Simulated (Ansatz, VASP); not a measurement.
Cu: VASP beside Ansatz

```
Cu
1.0
     0.00000    1.83920    1.83920
     1.83920    0.00000    1.83920
     1.83920    1.83920    0.00000
Cu
1
Cartesian
  0.0000 0.0000 0.0000
```

Alike in both runs: task single point; functional PBEsol; k mesh 20 × 20 × 20; occupations gaussian, width 0.1 eV; no spin polarisation.

|  | VASP | Ansatz |
| --- | --- | --- |
| version | VASP 6.6.1 | Ansatz 0.2.0 |
| potentials or method | VASP PAW PBE potentials, release 64 (Cu), cutoff 520 eV | scalar-relativistic, plane waves, PAW |
| valence electrons in the cell | 11 | 19 |

```csv
,VASP,Ansatz,Ansatz less VASP
gap on the k mesh at the Fermi level (eV),none,none,-
pressure (GPa),-11.9,-12.6,-0.68
```

VASP's potentials were made for PBE, not for PBEsol. A gap of «none» marks a metal or a gap that the smearing closes. VASP's potentials hold 11 valence electrons a cell and Ansatz's 19, so a difference there can come from the potentials and not from the codes.
